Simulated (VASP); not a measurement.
Wanted: the native input for a VASP 6.6.1 run.

* Task: relaxation of cell and atoms
* Functional: PBE
* Potentials or basis: VASP PAW PBE potentials, release 64 (Ca_sv, I)
* Cutoff: 600 eV
* k mesh: 8 × 8 × 4
* Occupations: gaussian, width 0.1 eV
* Spin: no spin polarisation
* Dipole correction: no
* Further INCAR settings: ALGO = Normal; EDIFF = 1e-06; IBRION = 2; EDIFFG = -0.01; NSW = 100; ISIF = 3

The structure of CaI4 lies in POSCAR:

```
CaI4
1.0
    5.0912021081      0.0000000000      0.0000000000
    0.0000000000      5.0912021081      0.0000000000
    0.0000000000      0.0000000000      9.1805957336
Ca I
1 4
Direct
    0.0000000000      0.0000000000      0.0000000000
    0.5000000000      0.0000000000      0.2255735833
    0.0000000000      0.5000000000      0.7744264167
    0.5000000000      0.0000000000      0.7744264167
    0.0000000000      0.5000000000      0.2255735833
```

This cell differs from its parent crystal: atoms taken out.

One way to write it, as run:

INCAR

```
SYSTEM = CaI4
PREC = Accurate
ENCUT = 600
EDIFF = 1E-6
ISMEAR = 0
SIGMA = 0.1
LREAL = .False.
LASPH = .True.
NELM = 60
ALGO = Normal
ISIF = 3
LWAVE = .False.
LCHARG = .False.
GGA = PE
IBRION = 2
NSW = 100
EDIFFG = -0.01
```

KPOINTS

```
Automatic mesh
0
Gamma
  8 8 4
  0 0 0
```

Potentials or basis: VASP PAW PBE potentials, release 64 (Ca_sv, I).

Command:

```sh
$ cat potpaw_PBE.64/Ca_sv/POTCAR potpaw_PBE.64/I/POTCAR > POTCAR
$ mpirun -np 1 vasp_std > vasp.out
```

It gave:

```json
{
 "Pressure after relaxing": "0.0 GPa",
 "Largest force after relaxing": "0.006 eV/Å",
 "Band gap on the k mesh": "zero (bands 19 and 20 overlap by 2.02 eV)"
}
```

Caveat: the cell differs from its parent crystal (atoms taken out); the relaxation stopped at its first step, so nothing moved; spin-orbit coupling is left out, which moves the levels of the heavy elements.

Run time: 2.4 min on 1 thread of Intel(R) Xeon(R) 6975P-C (Granite Rapids) (shared host), peak memory 0.56 GiB.
